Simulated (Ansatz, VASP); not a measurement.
**Te2Mo: VASP beside Ansatz**

Contents of INCAR:

```
SYSTEM = Te2Mo
PREC     = Accurate       ! precision mode
ENCUT    = 520            ! plane-wave cutoff, eV
EDIFF    = 1E-6           ! SCF threshold, eV
ISMEAR   = 0              ! smearing method
SIGMA    = 0.05           ! smearing width, eV
LREAL    = .FALSE.        ! projectors in reciprocal space
LASPH    = .TRUE.         ! aspherical terms in the spheres
NELM     = 100            ! most SCF steps
ALGO     = Normal         ! electronic algorithm
ISIF     = 2              ! what is computed and relaxed
LWAVE    = .FALSE.        ! write WAVECAR
LCHARG   = .FALSE.        ! write CHGCAR
LDIPOL   = .TRUE.       
IDIPOL   = 3            
DIPOL    = 0.5 0.5 0.406
GGA      = PE             ! functional
IVDW     = 12             ! dispersion correction
NBANDS   = 35             ! bands
```

KPOINTS

```
Automatic mesh
0
G
  9 9 1
  0 0 0
```

File POSCAR:

```
Te2Mo
1.0
    3.5038816881      0.0000000000      0.0000000000
   -1.7519408440      3.0344505538      0.0000000000
    0.0000000000      0.0000000000     24.7677198395
Te Mo
4 2
Direct
    0.3333333333      0.6666666667      0.1816881017
    0.3333333333      0.6666666667      0.3284056818
    0.3333333333      1.0000000000      0.4830424438
    0.3333333333      1.0000000000      0.6297600240
    0.6666666667      0.3333333333      0.2550468917
    0.6666666667      0.6666666667      0.5564012339
```

Input for Ansatz:

```yaml
crystal:
  lattice:
    - [3.5038816881, 0.0, 0.0]
    - [-1.751940844, 3.0344505538, 0.0]
    - [0.0, 0.0, 24.7677198395]
  atoms:
    - { symbol: Te, position: [0.3333333333, 0.6666666667, 0.1816881017] }
    - { symbol: Mo, position: [0.6666666667, 0.3333333333, 0.2550468917] }
    - { symbol: Te, position: [0.3333333333, 0.6666666667, 0.3284056818] }
    - { symbol: Te, position: [0.3333333333, 1.0, 0.4830424438] }
    - { symbol: Mo, position: [0.6666666667, 0.6666666667, 0.5564012339] }
    - { symbol: Te, position: [0.3333333333, 1.0, 0.629760024] }
basis:
  ecutwfc: 420
kpoints:
  mp_grid: { grid: [9, 9, 1] }
hamiltonian:
  xc: pbe
  pseudopotentials: { kind: paw, azcp: { folder: soft_1 } }
  dispersion: d3bj
scf:
  occupations: { method: gaussian, width: 0.05 }
output:
  forces: true
  eigenvalues: true
efield:
  axis: 3
  dipole_correction: true
  ramp_width: 0.04
```

Alike in both runs: task single point; functional PBE; dispersion D3(BJ); k mesh 9 × 9 × 1; occupations gaussian, width 0.05 eV; no spin polarisation.

|  | VASP | Ansatz |
| --- | --- | --- |
| version | VASP 6.6.1 | Ansatz 0.2.0 |
| potentials or method | VASP PAW PBE potentials, release 64 (Te, Mo_sv), cutoff 520 eV | scalar-relativistic, plane waves, PAW |
| valence electrons in the cell | 52 | 92 |

|  | VASP | Ansatz | Ansatz less VASP |
| --- | --- | --- | --- |
| gap on the k mesh at the Fermi level (eV) | 1.14 | 1.13 | -0.004 |
| least direct gap on the mesh (eV) | 1.17 | 1.17 | +0.001 |
| rms of the force components (eV/Å) | 0.028 | 0.025 | -0.0032 |

VASP's potentials hold 52 valence electrons a cell and Ansatz's 92, so a difference there can come from the potentials and not from the codes.

Neither program's run includes spin-orbit coupling.
